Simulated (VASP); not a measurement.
Runs of VASP 6.6.1 on Br. The structure is that of space group Fd-3m (No. 227), or close to it. The cells are those of the table. 

| task | level | cell | smearing | k mesh for the DOS | occupations for the DOS | gap on the mesh (eV) | pressure (GPa) |
| --- | --- | --- | --- | --- | --- | --- | --- |
| single point | PBEsol | a = 4.678 Å, angles 60.0°, 2 atoms | fermi-dirac 0.1 eV | - | - | none | 2.5 |
| single point | PBEsol | a = 4.087 Å, angles 60.0°, 2 atoms | fermi-dirac 0.1 eV | - | - | none | 29.8 |
| single point | PBEsol | a = 4.303 Å, angles 60.0°, 2 atoms | fermi-dirac 0.1 eV | - | - | none | (a) |
| single point | revPBE | a = 4.087 Å, angles 60.0°, 2 atoms | tetrahedron | - | - | none | (b) |
| single point | PBEsol | a = 4.498 Å, angles 60.0°, 2 atoms | fermi-dirac 0.1 eV | - | - | none | 7.0 |
| single point | PBEsol | a = 4.846 Å, angles 60.0°, 2 atoms | fermi-dirac 0.1 eV | - | - | none | 0.0 |
| single point | PBEsol | a = 3.570 Å, angles 60.0°, 2 atoms | fermi-dirac 0.1 eV | - | - | none | 119.0 |
| single point | PBEsol | a = 3.846 Å, angles 60.0°, 2 atoms | fermi-dirac 0.1 eV | - | - | none | 58.3 |

Alike in all rows: potentials or basis VASP PAW PBE potentials, release 64 (Br); no spin polarisation; k mesh 11 × 11 × 11; cutoff (eV) 520.

Problem. Fill in the values left out.

Solution. (a) 15.0; (b) 34.8.

Caveats: the PAW data sets were made with another functional, which shifts forces and pressure a little; tetrahedron occupations give inexact forces and stress in metals (some runs).

A k mesh can miss the band edges, and the runs leave out spin-orbit coupling on Br.

A gap of «none» marks levels without a gap at the run's occupations.
